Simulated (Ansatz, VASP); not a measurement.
SiB4 in VASP and in Ansatz

The input INCAR:

```
SYSTEM = SiB4
PREC = Accurate
ENCUT = 600
EDIFF = 1E-6
ISMEAR = 0
SIGMA = 0.1
LREAL = .FALSE.
LASPH = .TRUE.
NELM = 60
ALGO = Normal
ISIF = 3
LWAVE = .FALSE.
LCHARG = .FALSE.
GGA = PE
IBRION = 2
NSW = 100
EDIFFG = -0.01
```

File KPOINTS:

```
regular mesh
0
G
  12 12 8
  0 0 0
```

POSCAR

```
SiB4
1.0
    3.4397634675      0.0000000000      0.0000000000
   -1.7198817337      2.9789225458      0.0000000000
    0.0000000000      0.0000000000      4.6094526252
Si B
1 4
Direct
    0.3333333333      0.6666666667      0.4113375143
    0.1652224539      0.8347775461      0.8653634403
    0.1652224539      0.3304449078      0.8653634403
    0.6695550922      0.8347775461      0.8653634403
    0.0000000000      0.0000000000      0.5147531047
```

Input for Ansatz:

```yaml
crystal:
  lattice:
    - [3.4397634675, 0.0, 0.0]
    - [-1.7198817337, 2.9789225458, 0.0]
    - [0.0, 0.0, 4.6094526252]
  atoms:
    - { symbol: Si, position: [0.3333333333, 0.6666666667, 0.4113375143] }
    - { symbol: B, position: [0.1652224539, 0.8347775461, 0.8653634403] }
    - { symbol: B, position: [0.1652224539, 0.3304449078, 0.8653634403] }
    - { symbol: B, position: [0.6695550922, 0.8347775461, 0.8653634403] }
    - { symbol: B, position: [0.0, 0.0, 0.5147531047] }
basis:
  ecutwfc: 420
kpoints:
  mp_grid: { grid: [12, 12, 8] }
hamiltonian:
  xc: pbe
scf:
  occupations: { method: gaussian, width: 0.1 }
output:
  forces: true
  stress: true
  eigenvalues: true
  write_density: true
  write_potential: true
  elf: true
  volumetric_format: npy
relax:
  adjacent_minimum: "off"
  f_tol: 0.01
  max_steps: 80
  cell: { stress_tol: 0.05 }
```

Alike in both runs: task relaxation of cell and atoms; functional PBE; k mesh 12 × 12 × 8; occupations gaussian, width 0.1 eV; no spin polarisation.

|  | VASP | Ansatz |
| --- | --- | --- |
| version | VASP 6.6.1 | Ansatz 0.2.0 |
| potentials or method | VASP PAW PBE potentials, release 64 (Si, B), cutoff 600 eV | scalar-relativistic, plane waves, PAW |
| valence electrons in the cell | 16 | 16 |

|  | VASP | Ansatz | Ansatz less VASP |
| --- | --- | --- | --- |
| gap on the k mesh at the Fermi level, each at its own relaxed structure (eV) | none | none | - |
| relaxed volume (Å³/atom) | 9.46 | 9.48 | +0.015 |
| relaxed length of the cell vector where the two differ most in proportion (Å) | 4.626 | 4.632 | +0.0062 |

A gap of «none» marks a metal or a gap that the smearing closes.
